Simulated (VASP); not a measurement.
# K4Te (P-43m) in VASP: a series of runs, part 2 of 2

VASP 6.6.1. The steps go on from the part before.

## 3. Relaxation of cell and atoms, PBE

INCAR reads:

```
SYSTEM = K4Te
  PREC = Accurate
  ENCUT = 600
  EDIFF = 1E-6
  ISMEAR = 0
  SIGMA = 0.1
  LREAL = .FALSE.
  LASPH = .TRUE.
  NELM = 100
  ALGO = Normal
  ISIF = 3
  LWAVE = .FALSE.
  LCHARG = .FALSE.
  GGA = PE
  IBRION = 2
  NSW = 100
  EDIFFG = -0.01
```

KPOINTS reads:

```
Automatic mesh
0
G
  6 6 6
  0 0 0
```

POSCAR reads:

```
K4Te
1.0
    7.0956649093      0.0000000000      0.0000000000
    0.0000000000      7.0956649093      0.0000000000
    0.0000000000      0.0000000000      7.0956649093
K Te
4 1
Direct
    0.2674557168      0.7325442832      0.7325442832
    0.7325442832      0.2674557168      0.7325442832
    0.7325442832      0.7325442832      0.2674557168
    0.2674557168      0.2674557168      0.2674557168
    0.0000000000      0.0000000000      0.0000000000
```

Potentials or basis: VASP PAW PBE potentials, release 64 (K_sv, Te).

Launch:

```
$ cat potpaw_PBE.64/K_sv/POTCAR potpaw_PBE.64/Te/POTCAR > POTCAR
$ mpirun -np 1 vasp_std > vasp.out
```

OUTCAR:

```text
SYSTEM = K4Te
   PREC = Accurate
   ENCUT = 600
   EDIFF = 1E-6
   ISMEAR = 0
   LREAL = .FALSE.
   LASPH = .TRUE.
   NELM = 100
   ISIF = 3
   GGA = PE
   IBRION = 2
   NSW = 100
   EDIFFG = -0.01

 ion  position               nearest neighbor table
   1  0.267  0.733  0.733-   5 3.29
   2  0.733  0.267  0.733-   5 3.29
   3  0.733  0.733  0.267-   5 3.29
[... 759 lines left out ...]
  Direction    XX          YY          ZZ          XY          YZ          ZX
  --------------------------------------------------------------------------------------
  -------------------------------------------------------------------------------------
  Total        0.0462079      0.0462079      0.0462079     -0.0000000      0.0000000      0.0000000
  in kB        0.2072276      0.2072276      0.2072276     -0.0000000      0.0000000      0.0000000
  external PRESSURE =       0.2072276 kB  Pullay stress =       0.0000000 kB

 VOLUME and BASIS-vectors are now :
 -----------------------------------------------------------------------------
  energy-cutoff  :      600.00
  volume of cell :      357.26
      direct lattice vectors                 reciprocal lattice vectors
     7.095664909  0.000000000  0.000000000     0.140931120  0.000000000  0.000000000
     0.000000000  7.095664909  0.000000000     0.000000000  0.140931120  0.000000000
     0.000000000  0.000000000  7.095664909     0.000000000  0.000000000  0.140931120

 POSITION                                       TOTAL-FORCE (eV/Angst)
 -----------------------------------------------------------------------------------
      1.89778      5.19789      5.19789         0.005421     -0.005421     -0.005421
      5.19789      1.89778      5.19789        -0.005421      0.005421     -0.005421
      5.19789      5.19789      1.89778        -0.005421     -0.005421      0.005421
      1.89778      1.89778      1.89778         0.005421      0.005421      0.005421
      0.00000      0.00000      0.00000         0.000000     -0.000000     -0.000000
 -----------------------------------------------------------------------------------
    total drift:                                0.000000      0.000000     -0.000000

  FREE ENERGIE OF THE ION-ELECTRON SYSTEM (eV)
  ---------------------------------------------------
  free  energy   TOTEN  =        -9.2352787910 eV

  energy  without entropy=       -9.2284088691  energy(sigma->0) =       -9.23184383

 reached required accuracy - stopping structural energy minimisation
```

It took 2.7 min on 1 thread of Intel Xeon Platinum 8488C (Sapphire Rapids), shared host; peak memory 0.58 GiB.

What came out:

| Property | Result |
| --- | --- |
| Free energy | -9.2353 eV |
| Pressure after relaxing | 0.0 GPa |
| Largest force after relaxing | 0.009 eV/Å |
| Band gap on the k mesh | zero (band 21 reaches 0.39 eV, above the bottom of band 22 at -0.06 eV) |

Forces in eV/Å, atoms in the order of the input:
```
K    0.005 -0.005 -0.005
K   -0.005  0.005 -0.005
K   -0.005 -0.005  0.005
K    0.005  0.005  0.005
Te   0.000  0.000  0.000
```

Final structure:
```
CELL_PARAMETERS angstrom
7.09566 0.00000 0.00000
0.00000 7.09566 0.00000
0.00000 0.00000 7.09566
ATOMIC_POSITIONS crystal
K 0.26746 0.73254 0.73254
K 0.73254 0.26746 0.73254
K 0.73254 0.73254 0.26746
K 0.26746 0.26746 0.26746
Te 0.00000 0.00000 0.00000
```

Levels at points of the mesh, in eV from the Fermi level:
```
           k point  band 17  band 18  band 19  band 20  band 21  band 22  band 23  band 24  band 25
(0.00, 0.00, 0.00)    -9.82    -1.58    -1.58    -1.58    -1.27     1.46     1.46     1.86     1.86
(0.50, 0.00, 0.00)    -9.82    -1.97    -1.53    -1.53    -0.17    -0.12     1.72     1.86     1.86
(0.50, 0.50, 0.00)    -9.82    -1.77    -1.77    -1.52    -0.30     0.68     0.68     1.17     2.09
(0.50, 0.50, 0.50)    -9.81    -1.70    -1.70    -1.70     0.33     0.53     0.53     0.53     2.02
```

Caveat: the relaxation stopped at its first step, so nothing moved; spin-orbit coupling is left out, which moves the levels of the heavy elements.

## 4. Single point, PBE

INCAR reads:

```
PREC = Accurate
ENCUT = 520
EDIFF = 1E-6
ISMEAR = 0
SIGMA = 0.1
LREAL = F
LASPH = T
NELM = 100
ALGO = Normal
ISIF = 2
LWAVE = F
LCHARG = T
GGA = PE
LELF = T
LVHAR = T
NBANDS = 29
```

KPOINTS reads:

```
Automatic mesh
0
Gamma
  6 6 6
```

POSCAR is that of step 3.

Potentials or basis: VASP PAW PBE potentials, release 64 (K_sv, Te).

Launch:

```
$ cat potpaw_PBE.64/K_sv/POTCAR potpaw_PBE.64/Te/POTCAR > POTCAR
$ mpirun -np 1 vasp_std > vasp.out
```

OUTCAR:

```text
PREC = Accurate
   ENCUT = 520
   EDIFF = 1E-6
   ISMEAR = 0
   LREAL = F
   LASPH = T
   NELM = 100
   ISIF = 2
   GGA = PE

 ion  position               nearest neighbor table
   1  0.267  0.733  0.733-   5 3.29
   2  0.733  0.267  0.733-   5 3.29
   3  0.733  0.733  0.267-   5 3.29
   4  0.267  0.267  0.267-   5 3.29
   5  0.000  0.000  0.000-   1 3.29   2 3.29   3 3.29   4 3.29

[... 834 lines left out ...]
  FORCE on cell =-STRESS in cart. coord.  units (eV):
  Direction    XX          YY          ZZ          XY          YZ          ZX
  --------------------------------------------------------------------------------------
  -------------------------------------------------------------------------------------
  Total        0.0288481      0.0288481      0.0288481      0.0000000     -0.0000000     -0.0000000
  in kB        0.1293742      0.1293742      0.1293742      0.0000000     -0.0000000     -0.0000000
  external PRESSURE =       0.1293742 kB  Pullay stress =       0.0000000 kB

 VOLUME and BASIS-vectors are now :
 -----------------------------------------------------------------------------
  energy-cutoff  :      520.00
  volume of cell :      357.26
      direct lattice vectors                 reciprocal lattice vectors
     7.095664909  0.000000000  0.000000000     0.140931120  0.000000000  0.000000000
     0.000000000  7.095664909  0.000000000     0.000000000  0.140931120  0.000000000
     0.000000000  0.000000000  7.095664909     0.000000000  0.000000000  0.140931120

 POSITION                                       TOTAL-FORCE (eV/Angst)
 -----------------------------------------------------------------------------------
      1.89778      5.19789      5.19789         0.004926     -0.004926     -0.004926
      5.19789      1.89778      5.19789        -0.004926      0.004926     -0.004926
      5.19789      5.19789      1.89778        -0.004926     -0.004926      0.004926
      1.89778      1.89778      1.89778         0.004926      0.004926      0.004926
      0.00000      0.00000      0.00000        -0.000000      0.000000     -0.000000
 -----------------------------------------------------------------------------------
    total drift:                               -0.000000     -0.000000     -0.000000

  FREE ENERGIE OF THE ION-ELECTRON SYSTEM (eV)
  ---------------------------------------------------
  free  energy   TOTEN  =        -9.2350027278 eV

  energy  without entropy=       -9.2281267986  energy(sigma->0) =       -9.23156476
```

OSZICAR:

```text
N       E                     dE             d eps       ncg     rms          rms(c)
DAV:   1     0.288861832635E+03    0.28886E+03   -0.16913E+04  1168   0.113E+03
DAV:   2     0.160857653774E+02   -0.27278E+03   -0.26723E+03  1273   0.311E+02
DAV:   3    -0.942580589998E+01   -0.25512E+02   -0.25379E+02  1699   0.759E+01
DAV:   4    -0.107899808645E+02   -0.13642E+01   -0.13619E+01  1695   0.163E+01
DAV:   5    -0.108593844378E+02   -0.69404E-01   -0.69389E-01  1740   0.305E+00    0.567E+00
DAV:   6    -0.954932062302E+01    0.13101E+01   -0.21389E+00  1210   0.319E+00    0.418E+00
DAV:   7    -0.922431100883E+01    0.32501E+00   -0.20175E+00  1286   0.286E+00    0.217E+00
DAV:   8    -0.927362299765E+01   -0.49312E-01   -0.63074E-01  1230   0.180E+00    0.628E-01
DAV:   9    -0.923838515143E+01    0.35238E-01   -0.89381E-02  1539   0.691E-01    0.395E-01
DAV:  10    -0.923598740739E+01    0.23977E-02   -0.18273E-02  1659   0.245E-01    0.264E-01
DAV:  11    -0.923513368258E+01    0.85372E-03   -0.87951E-03  1263   0.269E-01    0.143E-01
DAV:  12    -0.923495226668E+01    0.18142E-03   -0.76043E-03  1368   0.197E-01    0.709E-02
DAV:  13    -0.923501478188E+01   -0.62515E-04   -0.10460E-03  1797   0.714E-02    0.261E-02
DAV:  14    -0.923500099004E+01    0.13792E-04   -0.15013E-04  1295   0.378E-02    0.246E-02
DAV:  15    -0.923500243044E+01   -0.14404E-05   -0.13585E-05  1154   0.132E-02    0.132E-02
DAV:  16    -0.923500272780E+01   -0.29736E-06   -0.56183E-06  1004   0.741E-03
   1 F= -.92350027E+01 E0= -.92315648E+01  d E =-.687593E-02
```

stdout:

```text
POSCAR found type information on POSCAR K Te
 POSCAR found :  2 types and       5 ions
 scaLAPACK will be used
 LDA part: xc-table for (Slater+PW92), standard interpolation
 POSCAR, INCAR and KPOINTS ok, starting setup
 FFT: planning ... GRIDC
 FFT: planning ... GRID_SOFT
 FFT: planning ... GRID
 WAVECAR not read
 entering main loop
```

Run time: 2.9 min. Hardware: 1 thread of Intel Xeon Platinum 8488C (Sapphire Rapids), shared host; peak memory 0.49 GiB.

What came out:

| Item | Value |
| --- | --- |
| Free energy | -9.2350 eV |
| Pressure | 0.0 GPa |
| Largest force | 0.009 eV/Å |
| Band gap on the k mesh | zero (band 21 reaches 0.39 eV, above the bottom of band 22 at -0.06 eV) |

Forces on the atoms (eV/Å):
```
K    0.005 -0.005 -0.005
K   -0.005  0.005 -0.005
K   -0.005 -0.005  0.005
K    0.005  0.005  0.005
Te   0.000  0.000  0.000
```

Caveat: spin-orbit coupling is left out, which moves the levels of the heavy elements.
